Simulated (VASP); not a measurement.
# HoAlTe3 (Amm2) in VASP: relaxation of cell and atoms with PBE

Aim: the relaxation of cell and atoms of HoAlTe3 with PBE.

Everything below comes from runs of VASP 6.6.1. Logs are shortened: lines on timing, memory, paths and dates and some standing lists are left out, and cuts for length are marked.

## 1. The cell of the first run

It takes space group Amm2 (No. 38, orthorhombic). Conventional cell: a = 5.780 Å, b = 6.221 Å, c = 10.796 Å, α = 90.00°, β = 90.00°, γ = 90.00°. Within 3.9 Å of Ho (site symmetry mm2) lie 6 Te at 2.90 to 3.15 Å and 2 Al at 3.83 Å. Within 3.6 Å of Al (site symmetry mm2) lie 5 Te at 2.76 to 3.27 Å. Within 4.2 Å of Te (site symmetry m) lie 4 Te at 3.06 to 4.12 Å and 2 Ho at 3.08 to 3.15 Å and 2 Al at 3.27 Å. Within 3.6 Å of Te (site symmetry mm2) lie 1 Al at 2.76 Å and 2 Ho at 2.90 Å.

The cell was generated, and may not be a known phase.

## 2. Relaxation of cell and atoms, PBE

The input, INCAR:

```
PREC = Accurate
ENCUT = 500
EDIFF = 1E-7
ISMEAR = 0
SIGMA = 0.1
LREAL = False
LASPH = True
NELM = 200
ALGO = Normal
ISIF = 3
LWAVE = False
LCHARG = False
GGA = PE
IBRION = 2
NSW = 100
EDIFFG = -0.01
GGA_COMPAT = False
NELMIN = 4
LMAXMIX = 6
```

The input, KPOINTS:

```
Automatic mesh
0
Gamma
  8 8 8
```

The input, POSCAR:

```
HoAlTe3
1.0
    5.7797363004      0.0000000000      0.0000000000
    0.0000000000      3.1106797001      5.3979138056
    0.0000000000     -3.1106797001      5.3979138056
Ho Al Te
1 1 3
Direct
    0.0000000000      0.4433565709      0.4433565709
    0.5000000000      0.2105697249      0.2105697249
    0.0000000000      0.4419816785      0.9494316867
    0.5000000000      0.4663612890      0.4663612890
    0.0000000000      0.9494316867      0.4419816785
```

Potentials or basis: VASP PAW PBE potentials, release 64 (Ho_3, Al, Te), 4f in core.

On the command line:

```sh
cat potpaw_PBE.64/Ho_3/POTCAR potpaw_PBE.64/Al/POTCAR potpaw_PBE.64/Te/POTCAR > POTCAR
mpirun -np 1 vasp_std > vasp.out
```

OUTCAR:

```text
PREC = Accurate
   ENCUT = 500
   EDIFF = 1E-7
   ISMEAR = 0
   LREAL = False
   LASPH = True
   NELM = 200
   ISIF = 3
   GGA = PE
   IBRION = 2
   NSW = 100
   EDIFFG = -0.01
   NELMIN = 4

 ion  position               nearest neighbor table
   1  0.000  0.443  0.443-   4 2.90   4 2.90   5 3.08   3 3.08   5 3.15   3 3.15
   2  0.500  0.211  0.211-   4 2.76   3 3.27   5 3.27   3 3.27   5 3.27
   3  0.000  0.442  0.949-   5 3.06   1 3.08   1 3.15   5 3.16   2 3.27   2 3.27
   4  0.500  0.466  0.466-   2 2.76   1 2.90   1 2.90
   5  0.000  0.949  0.442-   3 3.06   1 3.08   1 3.15   3 3.16   2 3.27   2 3.27

  LATTYP: Found a base centered orthorhombic cell.
 ALAT       =     6.2213594002
 B/A-ratio  =     1.7352843513
 C/A-ratio  =     0.9290150156

  Lattice vectors:

 A1 = (   0.0000000000,   3.1106797001,  -5.3979138056)
 A2 = (   0.0000000000,   3.1106797001,   5.3979138056)
 A3 = (   5.7797363004,   0.0000000000,   0.0000000000)

Analysis of symmetry for initial positions (statically):
=====================================================================
 Subroutine PRICEL returns:
 Original cell was already a primitive cell.

 Routine SETGRP: Setting up the symmetry group for a
 base centered orthorhombic supercell.

 Subroutine GETGRP returns: Found  4 space group operations
 (whereof  4 operations were pure point group operations)
 out of a pool of  8 trial point group operations.

The static configuration has the point symmetry C_2v.

Analysis of symmetry for dynamics (positions and initial velocities):
=====================================================================
 Subroutine PRICEL returns:
 Original cell was already a primitive cell.

 Routine SETGRP: Setting up the symmetry group for a
 base centered orthorhombic supercell.

 Subroutine GETGRP returns: Found  4 space group operations
 (whereof  4 operations were pure point group operations)
 out of a pool of  8 trial point group operations.

The dynamic configuration has the point symmetry C_2v.

 Subroutine INISYM returns: Found  4 space group operations
 (whereof  4 operations are pure point group operations),
 and found     1 'primitive' translations

----------------------------------------------------------------------------------------

                                     Primitive cell

  volume of cell :     194.0972

  direct lattice vectors                    reciprocal lattice vectors
     5.779736300  0.000000000  0.000000000     0.173018274  0.000000000  0.000000000
     0.000000000  3.110679700  5.397913806     0.000000000  0.160736575  0.092628378
     0.000000000 -3.110679700  5.397913806     0.000000000 -0.160736575  0.092628378

  length of vectors
     5.779736300  6.230072363  6.230072363     0.173018274  0.185516206  0.185516206

  position of ions in fractional coordinates (direct lattice)
     0.000000000  0.443356571  0.443356571
     0.500000000  0.210569725  0.210569725
     0.000000000  0.441981678  0.949431687
     0.500000000  0.466361289  0.466361289
     0.000000000  0.949431687  0.441981678

  ion indices of the primitive-cell ions
   primitive index   ion index
                 1           1
                 2           2
                 3           3
                 4           4
                 5           5

----------------------------------------------------------------------------------------

 KPOINTS: Automatic mesh

Automatic generation of k-mesh.
 Grid dimensions read from file:
 generate k-points for:    8    8    8

 Generating k-lattice:

  Cartesian coordinates                     Fractional coordinates (reciprocal lattice)
     0.021627284  0.000000000  0.000000000     0.125000000  0.000000000  0.000000000
     0.000000000  0.020092072  0.011578547     0.000000000  0.125000000  0.000000000
     0.000000000 -0.020092072  0.011578547     0.000000000  0.000000000  0.125000000

  Length of vectors
     0.021627284  0.023189526  0.023189526

  Shift w.r.t. Gamma in fractional coordinates (k-lattice)
     0.000000000  0.000000000  0.000000000

 Subroutine IBZKPT returns following result:
 ===========================================

 Found    105 irreducible k-points:

 Following reciprocal coordinates:
            Coordinates               Weight
  0.000000  0.000000  0.000000      1.000000
  0.125000  0.000000  0.000000      2.000000
  0.250000  0.000000  0.000000      2.000000
  0.375000  0.000000  0.000000      2.000000
  0.500000  0.000000  0.000000      1.000000
  0.000000  0.125000  0.000000      4.000000
[... 16 lines left out ...]
  0.250000  0.500000  0.000000      4.000000
  0.375000  0.500000  0.000000      4.000000
 [... further k-points ...]
   k-points           NKPTS =    105   k-points in BZ     NKDIM =    105   number of bands    NBANDS=     19
   number of dos      NEDOS =    301   number of ions     NIONS =      5
   total plane-waves  NPLWV =  96768
   dimension x,y,z NGX =    42 NGY =   48 NGZ =   48
   dimension x,y,z NGXF=    84 NGYF=   96 NGZF=   96
   ions per type =               1   1   3
   NGX,Y,Z   is equivalent  to a cutoff of  12.08, 12.81, 12.81 a.u.
   NGXF,Y,Z  is equivalent  to a cutoff of  24.16, 25.62, 25.62 a.u.
 SYSTEM =  unknown system
   PREC   = accura    normal or accurate (medium, high low for compatibility)
   ISTART =      0    job   : 0-new  1-cont  2-samecut
   ICHARG =      2    charge: 1-file 2-atom 10-const
   ISPIN  =      1    spin polarized calculation?
   LNONCOLLINEAR =      F non collinear calculations
   LSORBIT =      F    spin-orbit coupling
   LASPH  =      T    aspherical Exc in radial PAW
   ENCUT  =  500.0 eV  36.75 Ry    6.06 a.u.  10.54 11.36 11.36*2*pi/ulx,y,z
   NELM   =    200;   NELMIN=  4; NELMDL= -5     # of ELM steps
   EDIFF  = 0.1E-06   stopping-criterion for ELM
   LREAL  =      F    real-space projection
   EDIFFG = -.1E-01   stopping-criterion for IOM
   NSW    =    100    number of steps for IOM
   IBRION =      2    ionic relax: 0-MD 1-quasi-New 2-CG
   NFREE  =      1    steps in history (QN), initial steepest desc. (CG)
   ISIF   =      3    stress and relaxation
   ISYM   =      2    0-nonsym 1-usesym 2-fastsym
   POTIM  = 0.5000    time-step for ionic-motion
   TEBEG  =    0.0;   TEEND  =   0.0 temperature during run
   PSTRESS=    0.0 pullay stress
   NELECT =      30.0000    total number of electrons
   NUPDOWN=      -1.0000    fix difference up-down
   EMIN   =  10.00;   EMAX   =-10.00  energy-range for DOS
   EFERMI =   0.00;   METHOD = LEGACY
   ISMEAR =     0;   SIGMA  =   0.10  broadening in eV -4-tet -1-fermi 0-gaus
   EFERMI_NEDOS =   21; number of points for ismear=-14 and -15
   IALGO  =     38    algorithm
   IMIX   =      4    mixing-type and parameters
     AMIX     =   0.40;   BMIX     =  1.00
     AMIX_MAG =   1.60;   BMIX_MAG =  1.00
  volume/ion in A,a.u.               =      38.82       261.97
  Fermi-wavevector in a.u.,A,eV,Ry     =   0.878568  1.660253 10.502094  0.771882
  Thomas-Fermi vector in A             =   1.998673
   LORBIT       =      0    0 simple, 1 ext, 2 COOP (PROOUT), +10 PAW based schemes
   GGA     = PE    functional components
   LHFCALC =     F    Hartree Fock is set to
   AEXX    =    0.0000 exact exchange contribution
   IVDW    =     0    specifies the selected vdW correction
   LEPSILON=     F    determine dielectric tensor
   LRPA    =     F    only Hartree local field effects (RPA)
 conjugate gradient relaxation of ions
 non-spin polarized calculation
 Gauss-broadening in eV      SIGMA  =   0.10
  energy-cutoff  :      500.00
  volume of cell :      194.10
 maximum number of plane-waves:      4963
   NGX = 21   NGY = 23   NGZ = 23

--------------------------------------- Ionic step        1  -------------------------------------------

 number of electron      30.0000000 magnetization

 Free energy of the ion-electron system (eV)
  ---------------------------------------------------
  ext. energy  EPLUGINS =         0.00000000
  ---------------------------------------------------
  free energy    TOTEN  =       -19.83256418 eV

  energy without entropy =      -19.82365628  energy(sigma->0) =      -19.82811023

------------------------ aborting loop because EDIFF is reached ----------------------------------------

  FORCE on cell =-STRESS in cart. coord.  units (eV):
  Direction    XX          YY          ZZ          XY          YZ          ZX
  --------------------------------------------------------------------------------------
  -------------------------------------------------------------------------------------
  Total       -0.6111062      1.8713432     -0.7964704      0.0000000      0.0000000      0.0000000
  in kB       -5.0443825     15.4470223     -6.5744736      0.0000000      0.0000000      0.0000000
  external PRESSURE =       1.2760554 kB  Pullay stress =       0.0000000 kB
[... 98 lines left out ...]
  FREE ENERGIE OF THE ION-ELECTRON SYSTEM (eV)
  ---------------------------------------------------
  free  energy   TOTEN  =       -19.8678749139 eV

  energy  without entropy=      -19.8595161371  energy(sigma->0) =      -19.86369553

[... ionic steps 4 to 14 ...]

--------------------------------------- Ionic step       15  -------------------------------------------

 number of electron      30.0000000 magnetization

------------------------ aborting loop because EDIFF is reached ----------------------------------------

  FORCE on cell =-STRESS in cart. coord.  units (eV):
  Direction    XX          YY          ZZ          XY          YZ          ZX
  --------------------------------------------------------------------------------------
  -------------------------------------------------------------------------------------
  Total       -0.0296975     -0.0293397      0.0174260      0.0000000      0.0000000      0.0000000
  in kB       -0.2429182     -0.2399909      0.1425399      0.0000000      0.0000000      0.0000000
  external PRESSURE =      -0.1134564 kB  Pullay stress =       0.0000000 kB
[... 63 lines left out ...]
  energy  without entropy=      -19.8662713544  energy(sigma->0) =      -19.87020243

--------------------------------------- Ionic step       17  -------------------------------------------

 number of electron      30.0000000 magnetization

 Free energy of the ion-electron system (eV)
  ---------------------------------------------------
  ext. energy  EPLUGINS =         0.00000000
  ---------------------------------------------------
  free energy    TOTEN  =       -19.87418981 eV

  energy without entropy =      -19.86634588  energy(sigma->0) =      -19.87026784

 E-fermi :   3.0606     XC(G=0):  -7.8850

 val. band max:        3.0544585005   @ k =   0.2500  -0.3750   0.2500
 cond. band min:       3.0752883026   @ k =   0.2500   0.3750   0.0000
 fundamental gap:      0.0208298021
 Fermi energy:         3.0605717667

 k-point     1 :       0.0000    0.0000    0.0000
  band No.  band energies     occupation
      1     -21.7387      2.00000
      2     -21.6650      2.00000
      3     -21.6278      2.00000
      4      -8.8874      2.00000
      5      -7.5410      2.00000
      6      -6.8450      2.00000
[... 11 lines left out ...]
     18       4.4473      0.00000
     19       4.6801      0.00000
[... 489 lines left out ...]
      3     -21.6312      2.00000
      4      -8.0946      2.00000
      5      -7.7331      2.00000
      6      -7.3756      2.00000
[... 11 lines left out ...]
     18       5.4183      0.00000
     19       5.5314      0.00000

 [... further k-points ...]

------------------------ aborting loop because EDIFF is reached ----------------------------------------

  FORCE on cell =-STRESS in cart. coord.  units (eV):
  Direction    XX          YY          ZZ          XY          YZ          ZX
  --------------------------------------------------------------------------------------
  -------------------------------------------------------------------------------------
  Total        0.0190810     -0.0031995     -0.0010606      0.0000000      0.0000000      0.0000000
  in kB        0.1561906     -0.0261903     -0.0086813      0.0000000      0.0000000      0.0000000
  external PRESSURE =       0.0404396 kB  Pullay stress =       0.0000000 kB
[... 20 lines left out ...]
  FREE ENERGIE OF THE ION-ELECTRON SYSTEM (eV)
  ---------------------------------------------------
  free  energy   TOTEN  =       -19.8741898055 eV

  energy  without entropy=      -19.8663458772  energy(sigma->0) =      -19.87026784

 reached required accuracy - stopping structural energy minimisation
```

It took 33 min on 1 thread of Intel Xeon 6975P-C (Granite Rapids), shared host; peak memory 0.59 GiB.

Results:

| Item | Value |
| --- | --- |
| Free energy | -19.8742 eV |
| Relaxed volume | 39.15 Å³/atom |
| Relaxed cell | a = 5.738 Å, b = 6.203 Å, c = 6.203 Å, α = 62.43°, β = 90.00°, γ = 90.00° |
| Space group after relaxing (to 0.1 Å) | Amm2 (No. 38) |
| Energy gained by relaxing | 8.3 meV/atom |
| Ionic steps | 17 |
| Pressure after relaxing | 0.0 GPa |
| Largest force after relaxing | 0.007 eV/Å |
| Band gap on the k mesh | zero (bands 15 and 16 overlap by 1.14 eV) |

Forces in eV/Å, atoms in the order of the input:
```
Ho   0.000  0.000 -0.004
Al   0.000  0.000 -0.006
Te   0.000  0.004  0.002
Te   0.000  0.000  0.007
Te   0.000 -0.004  0.002
```

The path:
```csv
step,energy change (eV),largest force (eV/Å),pressure (GPa),volume (Å³)
1,0.0000,0.2159,0.13,194.10
2,-0.0320,0.0471,0.11,194.93
3,-0.0353,0.0981,0.14,195.27
4,-0.0373,0.0714,-0.07,196.34
5,-0.0374,0.0627,-0.14,196.69
6,-0.0386,0.0692,-0.05,196.14
7,-0.0390,0.0753,0.04,195.65
8,-0.0399,0.0319,0.02,195.65
9,-0.0402,0.0654,-0.01,195.66
10,-0.0406,0.0523,0.01,195.58
11,-0.0412,0.0325,0.07,195.38
12,-0.0414,0.0210,-0.06,196.08
13,-0.0414,0.0236,-0.03,195.92
14,-0.0415,0.0144,-0.02,195.90
15,-0.0416,0.0141,-0.01,195.87
16,-0.0416,0.0161,-0.01,195.87
17,-0.0416,0.0072,0.00,195.73
```

Final structure:
```
CELL_PARAMETERS angstrom
5.73823 0.00000 0.00000
0.00000 3.21469 5.30531
0.00000 -3.21469 5.30531
ATOMIC_POSITIONS crystal
Ho 0.00000 0.44112 0.44112
Al 0.50000 0.21454 0.21454
Te 0.00000 0.43811 0.94665
Te 0.50000 0.47128 0.47128
Te 0.00000 0.94665 0.43811
```

Caveat: spin-orbit coupling is left out, which moves the levels of the heavy elements; the 4f electrons are frozen in the core, so they carry no moment and show no levels.

The gap in the log of VASP goes by the Fermi energy; the results here count the filled bands.